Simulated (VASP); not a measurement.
# BN (P6_3mc) in VASP: single point with PBEsol

Aim: the single point of BN with PBEsol.

All numbers are computed with VASP 6.6.1; they aren't measurements. Logs are shortened: lines on timing, memory, paths and dates and some standing lists are left out, and cuts for length are marked.

## 1. The cell of the first run

Symmetry: P6_3mc, No. 186, hexagonal system. Conventional cell: a = 2.502 Å, b = 2.502 Å, c = 4.210 Å, α = 90.00°, β = 90.00°, γ = 120.00°. B (site symmetry 3m) has 4 N at 1.54 to 1.57 Å within 2.1 Å. Within 2.1 Å of N (site symmetry 3m) lie 4 B at 1.54 to 1.57 Å.

## 2. Single point, PBEsol (strained cell)

Input file INCAR:

```
SYSTEM = BN
  ALGO = Normal
  EDIFF = 1E-6
  ENCUT = 1330
  GGA = PS
  GGA_COMPAT = .False.
  ISIF = 2
  ISMEAR = 0
  LASPH = .True.
  LCHARG = .False.
  LREAL = .False.
  LWAVE = .False.
  NBANDS = 16
  NELM = 120
  PREC = Accurate
  SIGMA = 0.02
```

Input file KPOINTS:

```
k-points
0
Gamma
  9 9 6
  0 0 0
```

Input file POSCAR:

```
BN
1.0
    2.5024521521      0.0000000000      0.0000000000
   -1.2512260760      2.1671871355      0.0000000000
    0.0000000000      0.0000000000      4.2102962903
B N
2 2
Direct
    0.3333333333      0.6666666667      0.0000745354
    0.6666666667      0.3333333333      0.5000745354
    0.3333333333      0.6666666667      0.3739254646
    0.6666666667      0.3333333333      0.8739254646
```

Potentials or basis: VASP PAW PBE potentials, release 64 (B_h, N_h).

Launch:

```
$ cat potpaw_PBE.64/B_h/POTCAR potpaw_PBE.64/N_h/POTCAR > POTCAR
$ mpirun -np 1 vasp_std > vasp.out
```

OUTCAR:

```text
SYSTEM = BN
   EDIFF = 1E-6
   ENCUT = 1330
   GGA = PS
   ISIF = 2
   ISMEAR = 0
   LASPH = .True.
   LREAL = .False.
   NELM = 120
   PREC = Accurate

 ion  position               nearest neighbor table
   1  0.333  0.667  0.000-
   2  0.667  0.333  0.500-
   3  0.333  0.667  0.374-
   4  0.667  0.333  0.874-

  LATTYP: Found a hexagonal cell.
 ALAT       =     2.5024521521
 C/A-ratio  =     1.6824682489

  Lattice vectors:

 A1 = (   2.5024521521,   0.0000000000,   0.0000000000)
 A2 = (  -1.2512260760,   2.1671871355,   0.0000000000)
 A3 = (   0.0000000000,   0.0000000000,   4.2102962903)

Analysis of symmetry for initial positions (statically):
=====================================================================
 Subroutine PRICEL returns:
 Original cell was already a primitive cell.

 Routine SETGRP: Setting up the symmetry group for a
 hexagonal supercell.

 Subroutine GETGRP returns: Found 12 space group operations
 (whereof  6 operations were pure point group operations)
 out of a pool of 24 trial point group operations.

The static configuration has the point symmetry C_3v.
 The point group associated with its full space group is C_6v.

Analysis of symmetry for dynamics (positions and initial velocities):
=====================================================================
 Subroutine PRICEL returns:
 Original cell was already a primitive cell.

 Routine SETGRP: Setting up the symmetry group for a
 hexagonal supercell.

 Subroutine GETGRP returns: Found 12 space group operations
 (whereof  6 operations were pure point group operations)
 out of a pool of 24 trial point group operations.

The dynamic configuration has the point symmetry C_3v.
 The point group associated with its full space group is C_6v.

 Subroutine INISYM returns: Found 12 space group operations
 (whereof  6 operations are pure point group operations),
 and found     1 'primitive' translations

----------------------------------------------------------------------------------------

                                     Primitive cell

  volume of cell :      22.8336

  direct lattice vectors                    reciprocal lattice vectors
     2.502452152  0.000000000  0.000000000     0.399608040  0.230713810  0.000000000
    -1.251226076  2.167187135  0.000000000     0.000000000  0.461427619  0.000000000
     0.000000000  0.000000000  4.210296290     0.000000000  0.000000000  0.237512976
[... 89 lines left out ...]
   LREAL  =      F    real-space projection
   EDIFFG = 0.1E-04   stopping-criterion for IOM
   NSW    =      0    number of steps for IOM
   IBRION =     -1    ionic relax: 0-MD 1-quasi-New 2-CG
   NFREE  =      0    steps in history (QN), initial steepest desc. (CG)
   ISIF   =      2    stress and relaxation
   ISYM   =      2    0-nonsym 1-usesym 2-fastsym
   POTIM  = 0.5000    time-step for ionic-motion
   TEBEG  =    0.0;   TEEND  =   0.0 temperature during run
   PSTRESS=    0.0 pullay stress
   NELECT =      16.0000    total number of electrons
   NUPDOWN=      -1.0000    fix difference up-down
   EMIN   =  10.00;   EMAX   =-10.00  energy-range for DOS
   EFERMI =   0.00;   METHOD = LEGACY
   ISMEAR =     0;   SIGMA  =   0.02  broadening in eV -4-tet -1-fermi 0-gaus
   EFERMI_NEDOS =   21; number of points for ismear=-14 and -15
   IALGO  =     38    algorithm
   IMIX   =      4    mixing-type and parameters
     AMIX     =   0.40;   BMIX     =  1.00
     AMIX_MAG =   1.60;   BMIX_MAG =  1.00
  volume/ion in A,a.u.               =       5.71        38.52
  Fermi-wavevector in a.u.,A,eV,Ry     =   1.454085  2.747823 28.767668  2.114364
  Thomas-Fermi vector in A             =   2.571277
   LORBIT       =      0    0 simple, 1 ext, 2 COOP (PROOUT), +10 PAW based schemes
   GGA     = PS    functional components
   LHFCALC =     F    Hartree Fock is set to
   AEXX    =    0.0000 exact exchange contribution
   IVDW    =     0    specifies the selected vdW correction
   LEPSILON=     F    determine dielectric tensor
   LRPA    =     F    only Hartree local field effects (RPA)
 non-spin polarized calculation
 Gauss-broadening in eV      SIGMA  =   0.02
  energy-cutoff  :     1330.00
  volume of cell :       22.83
 maximum number of plane-waves:      2563
 NGX is ok and might be reduce to    30
   NGX = 15   NGY = 15   NGZ = 25

 number of electron      16.0000000 magnetization

 Free energy of the ion-electron system (eV)
  ---------------------------------------------------
  ext. energy  EPLUGINS =         0.00000000
  ---------------------------------------------------
  free energy    TOTEN  =       -36.63773005 eV

  energy without entropy =      -36.63773005  energy(sigma->0) =      -36.63773005

 E-fermi :   9.9351     XC(G=0): -13.3112

 val. band max:        9.7454690448   @ k =   0.0000   0.0000   0.0000
 cond. band min:      14.5413183868   @ k =   0.3333   0.3333   0.0000
 fundamental gap:      4.7958493419
 Fermi energy:         9.9351220185

 k-point     1 :       0.0000    0.0000    0.0000
  band No.  band energies     occupation
      1     -11.1210      2.00000
      2      -6.9100      2.00000
      3      -1.6772      2.00000
      4       7.6553      2.00000
      5       7.6553      2.00000
      6       9.3381      2.00000
[... 433 lines left out ...]
      3       0.2351      2.00000
      4       1.6804      2.00000
      5       1.6804      2.00000
      6       3.4729      2.00000
[... 8 lines left out ...]
     15      26.2101      0.00000
     16      26.2101      0.00000

 [... further k-points ...]

------------------------ aborting loop because EDIFF is reached ----------------------------------------

  FORCE on cell =-STRESS in cart. coord.  units (eV):
  Direction    XX          YY          ZZ          XY          YZ          ZX
  --------------------------------------------------------------------------------------
  -------------------------------------------------------------------------------------
  Total        2.5180163      2.5180163      0.0255858      0.0000000      0.0000000      0.0000000
  in kB      176.6827982    176.6827982      1.7952916      0.0000000      0.0000000      0.0000000
  external PRESSURE =     118.3869627 kB  Pullay stress =       0.0000000 kB

 VOLUME and BASIS-vectors are now :
 -----------------------------------------------------------------------------
  energy-cutoff  :     1330.00
  volume of cell :       22.83
      direct lattice vectors                 reciprocal lattice vectors
     2.502452152  0.000000000  0.000000000     0.399608040  0.230713810  0.000000000
    -1.251226076  2.167187135  0.000000000     0.000000000  0.461427619  0.000000000
     0.000000000  0.000000000  4.210296290     0.000000000  0.000000000  0.237512976

 POSITION                                       TOTAL-FORCE (eV/Angst)
 -----------------------------------------------------------------------------------
     -0.00000      1.44479      0.00031        -0.000000      0.000000      0.003759
      1.25123      0.72240      2.10546         0.000000     -0.000000      0.003759
     -0.00000      1.44479      1.57434        -0.000000      0.000000     -0.003759
      1.25123      0.72240      3.67949         0.000000     -0.000000     -0.003759
 -----------------------------------------------------------------------------------
    total drift:                               -0.000000      0.000000     -0.001198

  FREE ENERGIE OF THE ION-ELECTRON SYSTEM (eV)
  ---------------------------------------------------
  free  energy   TOTEN  =       -36.6377300490 eV

  energy  without entropy=      -36.6377300490  energy(sigma->0) =      -36.63773005
```

OSZICAR:

```text
N       E                     dE             d eps       ncg     rms          rms(c)
DAV:   1     0.813554983130E+02    0.81355E+02   -0.14753E+04  1536   0.205E+03
DAV:   2    -0.320349488173E+02   -0.11339E+03   -0.10024E+03  2160   0.295E+02
DAV:   3    -0.385440998601E+02   -0.65092E+01   -0.64567E+01  2096   0.638E+01
DAV:   4    -0.385881139958E+02   -0.44014E-01   -0.44007E-01  1680   0.617E+00
DAV:   5    -0.385884117666E+02   -0.29777E-03   -0.29777E-03  2008   0.514E-01    0.837E+00
DAV:   6    -0.368390131779E+02    0.17494E+01   -0.20192E+00  1872   0.125E+01    0.325E+00
DAV:   7    -0.366776801378E+02    0.16133E+00   -0.39651E-01  2016   0.492E+00    0.169E+00
DAV:   8    -0.366388867261E+02    0.38793E-01   -0.51849E-02  1936   0.195E+00    0.256E-01
DAV:   9    -0.366377671930E+02    0.11195E-02   -0.43901E-03  1872   0.681E-01    0.126E-01
DAV:  10    -0.366377297162E+02    0.37477E-04   -0.55433E-04  1808   0.254E-01    0.259E-02
DAV:  11    -0.366377304260E+02   -0.70987E-06   -0.78737E-05  2024   0.809E-02    0.104E-02
DAV:  12    -0.366377300490E+02    0.37704E-06   -0.61163E-06  1800   0.249E-02
   1 F= -.36637730E+02 E0= -.36637730E+02  d E =-.411875E-43
```

It took 59 s on 1 thread of Intel Xeon Platinum 8259CL at 2.50GHz (Skylake/Cascade Lake), shared host; peak memory 0.22 GiB.

What came out:

```
Free energy            : -36.6377 eV
Pressure               : 11.8 GPa
Largest force          : 0.004 eV/Å
Band gap on the k mesh : 4.80 eV (least direct gap 8.18 eV)
```

Forces on the atoms (eV/Å):
```
B    0.000  0.000  0.004
B    0.000  0.000  0.004
N    0.000  0.000 -0.004
N    0.000  0.000 -0.004
```

Caveat: the cell differs from its parent crystal (strained cell); the stress differs along the axes, from 0 to 18 GPa; the PAW data sets were made with another functional, which shifts forces and pressure a little.
